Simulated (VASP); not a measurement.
# HfB (Fm-3m) in VASP: settings compared

HfB is run at these levels: PBE, PBE+D3(BJ), PBE+D4, PBEsol+D3(BJ), PBEsol+D4; tasks: single point, relaxation of cell and atoms.

All numbers are computed with VASP 6.6.1; they aren't measurements. Logs are shortened: lines on timing, memory, paths and dates and some standing lists are left out, and cuts for length are marked.

## 1. The cell of the first run

The structure is cubic, space group Fm-3m (No. 225). Conventional cell: a = 4.620 Å, b = 4.620 Å, c = 4.620 Å, α = 90.00°, β = 90.00°, γ = 90.00°. Within 3.1 Å of Hf (site symmetry m-3m) lie 6 B at 2.31 Å. Within 3.1 Å of B (site symmetry m-3m) lie 6 Hf at 2.31 Å.

## 2. Single point, PBE

The input, INCAR:

```
SYSTEM = HfB
ALGO = Normal
EDIFF = 1E-6
ENCUT = 520
GGA = PE
ISIF = 2
ISMEAR = -1
LASPH = .TRUE.
LCHARG = .TRUE.
LELF = .TRUE.
LREAL = .FALSE.
LVHAR = .TRUE.
LWAVE = .FALSE.
NBANDS = 14
NELM = 60
PREC = Accurate
SIGMA = 0.05
```

The input, KPOINTS:

```
k-points
0
G
  8 8 8
  0 0 0
```

The input, POSCAR:

```
HfB
1.0
    0.0000000000      2.3100000000      2.3100000000
    2.3100000000      0.0000000000      2.3100000000
    2.3100000000      2.3100000000      0.0000000000
Hf B
1 1
Direct
    0.5000000000      0.5000000000      0.5000000000
    0.0000000000      0.0000000000      0.0000000000
```

Potentials or basis: VASP PAW PBE potentials, release 64 (Hf_pv, B).

Started as:

```bash
cat potpaw_PBE.64/Hf_pv/POTCAR potpaw_PBE.64/B/POTCAR > POTCAR
mpirun -np 1 vasp_std > vasp.out
```

OUTCAR:

```text
SYSTEM = HfB
   EDIFF = 1E-6
   ENCUT = 520
   GGA = PE
   ISIF = 2
   ISMEAR = -1
   LASPH = .TRUE.
   LREAL = .FALSE.
   NELM = 60
   PREC = Accurate

 ion  position               nearest neighbor table
   1  0.500  0.500  0.500-   2 2.31   2 2.31   2 2.31   2 2.31   2 2.31   2 2.31
   2  0.000  0.000  0.000-   1 2.31   1 2.31   1 2.31   1 2.31   1 2.31   1 2.31

  LATTYP: Found a face centered cubic cell.
 ALAT       =     4.6200000000

  Lattice vectors:

 A1 = (   0.0000000000,   2.3100000000,   2.3100000000)
 A2 = (   2.3100000000,   0.0000000000,   2.3100000000)
 A3 = (   2.3100000000,   2.3100000000,   0.0000000000)

Analysis of symmetry for initial positions (statically):
=====================================================================
 Subroutine PRICEL returns:
 Original cell was already a primitive cell.

 Routine SETGRP: Setting up the symmetry group for a
 face centered cubic supercell.

 Subroutine GETGRP returns: Found 48 space group operations
 (whereof 48 operations were pure point group operations)
 out of a pool of 48 trial point group operations.

The static configuration has the point symmetry O_h .

Analysis of symmetry for dynamics (positions and initial velocities):
=====================================================================
 Subroutine PRICEL returns:
 Original cell was already a primitive cell.

 Routine SETGRP: Setting up the symmetry group for a
 face centered cubic supercell.

 Subroutine GETGRP returns: Found 48 space group operations
 (whereof 48 operations were pure point group operations)
 out of a pool of 48 trial point group operations.

The dynamic configuration has the point symmetry O_h .

 Subroutine INISYM returns: Found 48 space group operations
 (whereof 48 operations are pure point group operations),
 and found     1 'primitive' translations

----------------------------------------------------------------------------------------

                                     Primitive cell

  volume of cell :      24.6528

  direct lattice vectors                    reciprocal lattice vectors
     0.000000000  2.310000000  2.310000000    -0.216450216  0.216450216  0.216450216
     2.310000000  0.000000000  2.310000000     0.216450216 -0.216450216  0.216450216
     2.310000000  2.310000000  0.000000000     0.216450216  0.216450216 -0.216450216

  length of vectors
     3.266833329  3.266833329  3.266833329     0.374902772  0.374902772  0.374902772

  position of ions in fractional coordinates (direct lattice)
     0.500000000  0.500000000  0.500000000
     0.000000000  0.000000000  0.000000000

  ion indices of the primitive-cell ions
   primitive index   ion index
                 1           1
                 2           2

----------------------------------------------------------------------------------------

 KPOINTS: k-points

Automatic generation of k-mesh.
 Grid dimensions read from file:
 generate k-points for:    8    8    8

 Generating k-lattice:

  Cartesian coordinates                     Fractional coordinates (reciprocal lattice)
    -0.027056277  0.027056277  0.027056277     0.125000000  0.000000000  0.000000000
     0.027056277 -0.027056277  0.027056277     0.000000000  0.125000000  0.000000000
     0.027056277  0.027056277 -0.027056277     0.000000000  0.000000000  0.125000000

  Length of vectors
     0.046862847  0.046862847  0.046862847

  Shift w.r.t. Gamma in fractional coordinates (k-lattice)
     0.000000000  0.000000000  0.000000000

 Subroutine IBZKPT returns following result:
 ===========================================

 Found     29 irreducible k-points:

 Following reciprocal coordinates:
            Coordinates               Weight
  0.000000  0.000000  0.000000      1.000000
  0.125000  0.000000  0.000000      8.000000
  0.250000  0.000000  0.000000      8.000000
  0.375000  0.000000  0.000000      8.000000
  0.500000  0.000000  0.000000      4.000000
  0.125000  0.125000  0.000000      6.000000
[... 16 lines left out ...]
  0.500000  0.250000  0.125000     48.000000
 -0.375000  0.250000  0.125000     24.000000
 [... further k-points ...]
   k-points           NKPTS =     29   k-points in BZ     NKDIM =     29   number of bands    NBANDS=     14
   number of dos      NEDOS =    301   number of ions     NIONS =      2
   total plane-waves  NPLWV =  13824
   dimension x,y,z NGX =    24 NGY =   24 NGZ =   24
   dimension x,y,z NGXF=    48 NGYF=   48 NGZF=   48
   ions per type =               1   1
   NGX,Y,Z   is equivalent  to a cutoff of  12.21, 12.21, 12.21 a.u.
   NGXF,Y,Z  is equivalent  to a cutoff of  24.43, 24.43, 24.43 a.u.
 SYSTEM =  HfB
   PREC   = accura    normal or accurate (medium, high low for compatibility)
   ISTART =      0    job   : 0-new  1-cont  2-samecut
   ICHARG =      2    charge: 1-file 2-atom 10-const
   ISPIN  =      1    spin polarized calculation?
   LNONCOLLINEAR =      F non collinear calculations
   LSORBIT =      F    spin-orbit coupling
   LASPH  =      T    aspherical Exc in radial PAW
   ENCUT  =  520.0 eV  38.22 Ry    6.18 a.u.   6.07  6.07  6.07*2*pi/ulx,y,z
   NELM   =     60;   NELMIN=  2; NELMDL= -5     # of ELM steps
   EDIFF  = 0.1E-05   stopping-criterion for ELM
   LREAL  =      F    real-space projection
   EDIFFG = 0.1E-04   stopping-criterion for IOM
   NSW    =      0    number of steps for IOM
   IBRION =     -1    ionic relax: 0-MD 1-quasi-New 2-CG
   NFREE  =      0    steps in history (QN), initial steepest desc. (CG)
   ISIF   =      2    stress and relaxation
   ISYM   =      2    0-nonsym 1-usesym 2-fastsym
   POTIM  = 0.5000    time-step for ionic-motion
   TEBEG  =    0.0;   TEEND  =   0.0 temperature during run
   PSTRESS=    0.0 pullay stress
   NELECT =      13.0000    total number of electrons
   NUPDOWN=      -1.0000    fix difference up-down
   EMIN   =  10.00;   EMAX   =-10.00  energy-range for DOS
   EFERMI =   0.00;   METHOD = LEGACY
   ISMEAR =    -1;   SIGMA  =   0.05  broadening in eV -4-tet -1-fermi 0-gaus
   EFERMI_NEDOS =   21; number of points for ismear=-14 and -15
   IALGO  =     38    algorithm
   IMIX   =      4    mixing-type and parameters
     AMIX     =   0.40;   BMIX     =  1.00
     AMIX_MAG =   1.60;   BMIX_MAG =  1.00
  volume/ion in A,a.u.               =      12.33        83.18
  Fermi-wavevector in a.u.,A,eV,Ry     =   1.322617  2.499383 23.800871  1.749315
  Thomas-Fermi vector in A             =   2.452285
   LORBIT       =      0    0 simple, 1 ext, 2 COOP (PROOUT), +10 PAW based schemes
   GGA     = PE    functional components
   LHFCALC =     F    Hartree Fock is set to
   AEXX    =    0.0000 exact exchange contribution
   IVDW    =     0    specifies the selected vdW correction
   LEPSILON=     F    determine dielectric tensor
   LRPA    =     F    only Hartree local field effects (RPA)
 non-spin polarized calculation
  energy-cutoff  :      520.00
  volume of cell :       24.65
 maximum number of plane-waves:       684
   NGX = 13   NGY = 13   NGZ = 13

 number of electron      13.0000002 magnetization

 Free energy of the ion-electron system (eV)
  ---------------------------------------------------
  ext. energy  EPLUGINS =         0.00000000
  ---------------------------------------------------
  free energy    TOTEN  =       -17.14586612 eV

  energy without entropy =      -17.13502876  energy(sigma->0) =      -17.14044744

 E-fermi :   5.1836     XC(G=0): -12.3020

 val. band max:        5.1391226370   @ k =   0.5000   0.2500   0.0000
 cond. band min:       5.2166922582   @ k =   0.2500   0.1250   0.0000
 fundamental gap:      0.0775696213
 Fermi energy:         5.1836280994

 k-point     1 :       0.0000    0.0000    0.0000
  band No.  band energies     occupation
      1     -23.1705      2.00000
      2     -23.1705      2.00000
      3     -23.1705      2.00000
      4      -4.4448      2.00000
      5       7.3272      0.00000
      6       7.3272      0.00000
      7       7.3272      0.00000
      8       9.0906      0.00000
      9       9.0906      0.00000
     10       9.0906      0.00000
     11       9.3545      0.00000
     12       9.3545      0.00000
     13      16.8007      0.00000
     14      18.1431      0.00000

 k-point     2 :       0.1250    0.0000    0.0000
  band No.  band energies     occupation
      1     -23.2844      2.00000
      2     -23.1821      2.00000
      3     -23.1821      2.00000
      4      -3.9984      2.00000
      5       6.0502      0.00000
      6       6.6487      0.00000
      7       6.6487      0.00000
      8       8.1123      0.00000
      9       8.1123      0.00000
     10       9.6860      0.00000
     11      11.9151      0.00000
     12      11.9151      0.00000
     13      17.9179      0.00000
     14      18.6087      0.00000

 k-point     3 :       0.2500    0.0000    0.0000
  band No.  band energies     occupation
      1     -23.5491      2.00000
      2     -23.2097      2.00000
      3     -23.2097      2.00000
      4      -2.7989      2.00000
      5       4.1301      2.00000
      6       5.0973      1.69807
      7       5.0973      1.69807
      8       9.1609      0.00000
      9       9.1609      0.00000
     10      10.2878      0.00000
     11      14.9672      0.00000
     12      14.9672      0.00000
     13      18.5903      0.00000
     14      20.2844      0.00000
[... 324 lines left out ...]
 k-point    23 :       0.5000    0.2500    0.1250
  band No.  band energies     occupation
      1     -23.7393      2.00000
      2     -23.4255      2.00000
      3     -23.2905      2.00000
      4      -0.6904      2.00000
      5       2.0963      2.00000
      6       4.0206      2.00000
      7       4.6055      1.99998
      8       9.2406      0.00000
      9      11.9793      0.00000
     10      12.4602      0.00000
     11      14.5304      0.00000
     12      16.8914      0.00000
     13      19.7139      0.00000
     14      20.2709      0.00000

 k-point    24 :      -0.3750    0.2500    0.1250
  band No.  band energies     occupation
      1     -23.7978      2.00000
      2     -23.4459      2.00000
      3     -23.3131      2.00000
      4       0.1494      2.00000
      5       1.3775      2.00000
      6       3.9261      2.00000
      7       4.3769      2.00000
      8      10.6411      0.00000
      9      10.7061      0.00000
     10      12.5459      0.00000
     11      16.5994      0.00000
     12      16.6234      0.00000
     13      17.9186      0.00000
     14      20.3063      0.00000

 [... further k-points ...]
[... 5 lines left out ...]
  --------------------------------------------------------------------------------------
  -------------------------------------------------------------------------------------
  Total        4.7311561      4.7311561      4.7311561      0.0000000      0.0000000      0.0000000
  in kB      307.4764955    307.4764955    307.4764955      0.0000000      0.0000000      0.0000000
  external PRESSURE =     307.4764955 kB  Pullay stress =       0.0000000 kB

 VOLUME and BASIS-vectors are now :
 -----------------------------------------------------------------------------
  energy-cutoff  :      520.00
  volume of cell :       24.65
      direct lattice vectors                 reciprocal lattice vectors
     0.000000000  2.310000000  2.310000000    -0.216450216  0.216450216  0.216450216
     2.310000000  0.000000000  2.310000000     0.216450216 -0.216450216  0.216450216
     2.310000000  2.310000000  0.000000000     0.216450216  0.216450216 -0.216450216

 POSITION                                       TOTAL-FORCE (eV/Angst)
 -----------------------------------------------------------------------------------
      2.31000      2.31000      2.31000         0.000000      0.000000     -0.000000
      0.00000      0.00000      0.00000        -0.000000     -0.000000      0.000000
 -----------------------------------------------------------------------------------
    total drift:                                0.000000     -0.000000      0.000000

  FREE ENERGIE OF THE ION-ELECTRON SYSTEM (eV)
  ---------------------------------------------------
  free  energy   TOTEN  =       -17.1458661239 eV

  energy  without entropy=      -17.1350287592  energy(sigma->0) =      -17.14044744
```

Run time: 5.9 s. Hardware: 1 thread of AMD EPYC 9R45 (Zen 5), shared host; peak memory 0.11 GiB.

What came out:

```
Free energy : -17.1459 eV
Pressure    : 30.7 GPa
```

Caveat: spin-orbit coupling is left out, which moves the levels of the heavy elements.

(Continued in part 2 of 2.)
